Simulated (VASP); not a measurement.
# ZnSn2N2 (P-4m2) in VASP: a series of runs, part 2 of 2

VASP 6.6.1.

### Step 5. Relaxation of cell and atoms, PBEsol, target pressure 2 GPa, at which the enthalpy is minimised

This run uses another cell than the first one, of 18.13 Å³/atom, 1.315 times its volume.

INCAR

```
PREC = Accurate ; ENCUT = 600
EDIFF = 1E-6 ; ISMEAR = -1
SIGMA = 0.05 ; LREAL = False
LASPH = True ; NELM = 100
ALGO = Normal ; ISIF = 3
LWAVE = False ; LCHARG = False
GGA = PS ; IBRION = 2
NSW = 60 ; EDIFFG = -0.01
PSTRESS = 20.0
```

KPOINTS

```
Automatic mesh
0
Gamma
  8 8 4
```

POSCAR

```
ZnSn2N2
1.0
    3.3523260000      0.0000000000      0.0000000000
    0.0000000000      3.3523260000      0.0000000000
    0.0000000000      0.0000000000      8.0642090000
Sn Zn N
2 1 2
Direct
    0.5000000000      0.5000000000      0.3058270000
    0.5000000000      0.5000000000      0.6941730000
    0.0000000000      0.0000000000      0.0000000000
    0.0000000000      0.5000000000      0.8541900000
    0.5000000000      0.0000000000      0.1458100000
```

Potentials or basis: VASP PAW PBE potentials, release 64 (Sn_d, Zn, N).

Started as:

```sh
$ cat potpaw_PBE.64/Sn_d/POTCAR potpaw_PBE.64/Zn/POTCAR potpaw_PBE.64/N/POTCAR > POTCAR
$ mpirun -np 1 vasp_std > vasp.out
```

OUTCAR:

```text
PREC = Accurate
   ENCUT = 600
   EDIFF = 1E-6
   ISMEAR = -1
   LREAL = False
   LASPH = True
   NELM = 100
   ISIF = 3
   GGA = PS
   IBRION = 2
   NSW = 60
   EDIFFG = -0.01
   PSTRESS = 20.0

 ion  position               nearest neighbor table
   1  0.500  0.500  0.306-   5 2.12   5 2.12   2 3.13
   2  0.500  0.500  0.694-   4 2.12   4 2.12   1 3.13
   3  0.000  0.000  0.000-   4 2.05   5 2.05   4 2.05   5 2.05
   4  0.000  0.500  0.854-   3 2.05   3 2.05   2 2.12   2 2.12
   5  0.500  0.000  0.146-   3 2.05   3 2.05   1 2.12   1 2.12

  LATTYP: Found a simple tetragonal cell.
 ALAT       =     3.3523260000
 C/A-ratio  =     2.4055563212

  Lattice vectors:

 A1 = (   3.3523260000,   0.0000000000,   0.0000000000)
 A2 = (   0.0000000000,   3.3523260000,   0.0000000000)
 A3 = (   0.0000000000,   0.0000000000,   8.0642090000)

Analysis of symmetry for initial positions (statically):
=====================================================================
 Subroutine PRICEL returns:
 Original cell was already a primitive cell.

 Routine SETGRP: Setting up the symmetry group for a
 simple tetragonal supercell.

[... 182 lines left out ...]
  in kB      -40.5259444    -40.5259444    -48.0715204      0.0000000      0.0000000      0.0000000
  external PRESSURE =     -63.0411364 kB  Pullay stress =      20.0000000 kB
[... 106 lines left out ...]
  energy  without entropy=      -26.3514101694  energy(sigma->0) =      -26.35842172

  enthalpy is  TOTEN    =       -25.3034348527 eV   P V=        1.0619984189

[... ionic steps 4 to 9 ...]

--------------------------------------- Ionic step       10  -------------------------------------------

 number of electron      49.9999996 magnetization

------------------------ aborting loop because EDIFF is reached ----------------------------------------
[... 77 lines left out ...]
--------------------------------------- Ionic step       12  -------------------------------------------

 number of electron      49.9999995 magnetization

 Free energy of the ion-electron system (eV)
  ---------------------------------------------------
  ext. energy  EPLUGINS =         0.00000000
  ---------------------------------------------------
  free energy    TOTEN  =       -26.38437037 eV

  energy without entropy =      -26.37213040  energy(sigma->0) =      -26.37825039

 E-fermi :   6.2262     XC(G=0): -10.8607

 val. band max:        6.2021690005   @ k =   0.3750   0.3750   0.5000
 cond. band min:       6.2272450329   @ k =   0.1250   0.1250   0.2500
 fundamental gap:      0.0250760323
 Fermi energy:         6.2262126287

 k-point     1 :       0.0000    0.0000    0.0000
  band No.  band energies     occupation
      1     -15.3129      2.00000
      2     -15.3022      2.00000
      3     -15.2175      2.00000
      4     -15.0923      2.00000
      5     -15.0923      2.00000
      6     -14.9728      2.00000
[... 781 lines left out ...]
     29      11.7265      0.00000
     30      12.3969      0.00000

 [... further k-points ...]

------------------------ aborting loop because EDIFF is reached ----------------------------------------

  FORCE on cell =-STRESS in cart. coord.  units (eV):
  Direction    XX          YY          ZZ          XY          YZ          ZX
  --------------------------------------------------------------------------------------
  -------------------------------------------------------------------------------------
  Total        0.9916192      0.9916192      1.0115825      0.0000000      0.0000000      0.0000000
  in kB       19.0906287     19.0906287     19.4749606      0.0000000      0.0000000      0.0000000
  external PRESSURE =      -0.7812607 kB  Pullay stress =      20.0000000 kB
[... 24 lines left out ...]
  energy  without entropy=      -26.3721303999  energy(sigma->0) =      -26.37825039

  enthalpy is  TOTEN    =       -25.3455159295 eV   P V=        1.0388544418

 reached required accuracy - stopping structural energy minimisation
```

OSZICAR:

```text
N       E                     dE             d eps       ncg     rms          rms(c)
DAV:   1     0.510190665992E+03    0.51019E+03   -0.27648E+04  2744   0.273E+03
DAV:   2     0.520848355808E+02   -0.45811E+03   -0.44560E+03  2738   0.619E+02
DAV:   3    -0.252066232218E+02   -0.77291E+02   -0.75221E+02  3124   0.215E+02
DAV:   4    -0.305804032191E+02   -0.53738E+01   -0.52932E+01  3144   0.580E+01
[... 107 lines left out ...]
DAV:   2    -0.263846388464E+02    0.72121E-03   -0.30191E-03  3062   0.102E+00    0.107E-01
DAV:   3    -0.263844149867E+02    0.22386E-03   -0.48985E-04  3762   0.325E-01    0.486E-02
DAV:   4    -0.263843698195E+02    0.45167E-04   -0.13818E-04  3576   0.133E-01    0.121E-02
DAV:   5    -0.263843701504E+02   -0.33094E-06   -0.27792E-05  3204   0.565E-02    0.445E-03
DAV:   6    -0.263843703713E+02   -0.22091E-06   -0.29148E-06  2424   0.225E-02
  12 F= -.25345516E+02 E0= -.25339396E+02  d E =-.129879E-03
```

Wall time 20 min (1 thread of Oxide Virtual Turin-like, shared host); peak memory 0.29 GiB.

What came out:

* Free energy: -26.3844 eV
* Relaxed volume: 16.64 Å³/atom
* Relaxed cell: a = 3.276 Å, b = 3.276 Å, c = 7.752 Å, α = 90.00°, β = 90.00°, γ = 90.00°
* Space group after relaxing (to 0.05 Å): P-4m2 (No. 115)
* Energy change on relaxing (the enthalpy is what falls): -13.4 meV/atom
* Ionic steps: 12
* Pressure after relaxing: 1.9 GPa
* Largest force after relaxing: 0.007 eV/Å
* Band gap on the k mesh: zero (band 25 reaches 6.65 eV, above the bottom of band 26 at 4.75 eV)

Forces in eV/Å, atoms in the order of the input:
```
Sn   0.000  0.000  0.007
Sn   0.000  0.000 -0.007
Zn   0.000  0.000  0.000
N    0.000  0.000  0.003
N    0.000  0.000 -0.003
```

Step by step:
```csv
step,energy change (eV),largest force (eV/Å),pressure (GPa),volume (Å³)
1,0.0000,0.1389,-4.30,90.63
2,0.0509,1.1714,7.08,81.59
3,-0.0479,0.6031,1.83,85.08
4,-0.0575,0.2062,2.06,84.02
5,-0.0558,0.2858,2.10,83.84
6,-0.0630,0.2428,1.88,83.70
7,-0.0673,0.1585,1.61,83.42
8,-0.0576,0.1776,2.87,82.72
9,-0.0650,0.0273,2.18,83.11
10,-0.0678,0.0181,1.93,83.30
11,-0.0677,0.0187,1.91,83.30
12,-0.0669,0.0074,1.92,83.22
```

Final structure:
```xyz
5
Lattice="3.2765 0.0000 0.0000 0.0000 3.2765 0.0000 0.0000 0.0000 7.7522" Properties=species:S:1:pos:R:3 pbc="T T T"
Sn    1.6382    1.6382    2.4334
Sn    1.6382    1.6382    5.3188
Zn    0.0000    0.0000    0.0000
N     3.2765    1.6382    6.5971
N     1.6382    3.2765    1.1551
```

Caveat: the cell is relaxed towards a set pressure, so the enthalpy falls and the energy may rise; the PAW data sets were made with another functional, which shifts forces and pressure a little; spin-orbit coupling is left out, which moves the levels of the heavy elements.

### Step 6. Summary

```tsv
task	cell	cutoff (eV)	gap on the mesh (eV)	pressure (GPa)	largest force (eV/Å)
single point	a = 3.022, b = 3.022, c = 7.544 Å, 5 atoms	520	none	30.4	0.08
single point	a = 3.093, b = 3.093, c = 7.586 Å, 5 atoms	520	none	20.3	0.06
relaxation of cell and atoms	relaxed from a = 3.352, b = 3.352, c = 8.064 Å, 5 atoms	600	none	-0.1	0.01
relaxation of cell and atoms	relaxed to 2 GPa from a = 3.352, b = 3.352, c = 8.064 Å, 5 atoms	600	none	1.9	0.01
```

Alike in all rows: level PBEsol; potentials or basis VASP PAW PBE potentials, release 64 (Sn_d, Zn, N); no spin polarisation; k mesh 8 × 8 × 4; smearing fermi-dirac 0.05 eV.

Caveats: the PAW data sets were made with another functional, which shifts forces and pressure a little; spin-orbit coupling is left out, which moves the levels of the heavy elements; the cell is relaxed towards a set pressure, so the enthalpy falls and the energy may rise (some runs).

Absolute energies hang on the potentials; compare differences alone.
